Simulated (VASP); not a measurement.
Write the native input for VASP 6.6.1 that does the following.

* Task: single point
* Functional: PBEsol
* Potentials or basis: VASP PAW PBE potentials, release 64 (Mo_sv, S)
* Cutoff: 520 eV
* k mesh: 12 × 12 × 2
* Occupations: methfessel-paxton, width 0.172 eV
* Spin: no spin polarisation
* Dipole correction: no
* Further INCAR settings: ALGO = Normal; EDIFF = 1e-07; NBANDS = 35

The structure of MoS2 lies in POSCAR:

```
MoS2
1.0
    3.0788000000      0.0000000000      0.0000000000
   -1.5394000000      2.6663190132      0.0000000000
    0.0000000000      0.0000000000     12.9474000000
Mo S
2 4
Direct
    0.3333333333      0.6666666667      0.2500000000
    0.6666666667      0.3333333333      0.7500000000
    0.3333333333      0.6666666667      0.6259932117
    0.6666666667      0.3333333333      0.1259932117
    0.3333333333      0.6666666667      0.8740067883
    0.6666666667      0.3333333333      0.3740067883
```

The input as run:

INCAR

```
SYSTEM = MoS2
ALGO = Normal ; EDIFF = 1E-7
ENCUT = 520 ; GGA = PS
ISIF = 2 ; ISMEAR = 1
LASPH = .True. ; LCHARG = .True.
LELF = .True. ; LREAL = .False.
LVHAR = .True. ; LWAVE = .False.
NBANDS = 35 ; NELM = 80
PREC = Accurate ; SIGMA = 0.172
```

KPOINTS

```
k-points
0
Gamma
  12 12 2
  0 0 0
```

Potentials or basis: VASP PAW PBE potentials, release 64 (Mo_sv, S).

Launch:

```console
$ cat potpaw_PBE.64/Mo_sv/POTCAR potpaw_PBE.64/S/POTCAR > POTCAR
$ mpirun -np 1 vasp_std > vasp.out
```

Results of the run:

```yaml
Pressure: 1.2 GPa
Largest_force: 0.451 eV/Å
Band_gap_on_the_k_mesh: 1.19 eV (least direct gap 2.04 eV)
```

Caveat: the PAW data sets were made with another functional, which shifts forces and pressure a little; this functional lacks dispersion, which binds the layers, so the pressure and a relaxed spacing across them are unreliable.

Run time: 110 s on 1 thread of Intel(R) Xeon(R) Platinum 8259CL CPU @ 2.50GHz (Skylake/Cascade Lake), with other jobs on the host, peak memory 0.28 GiB.
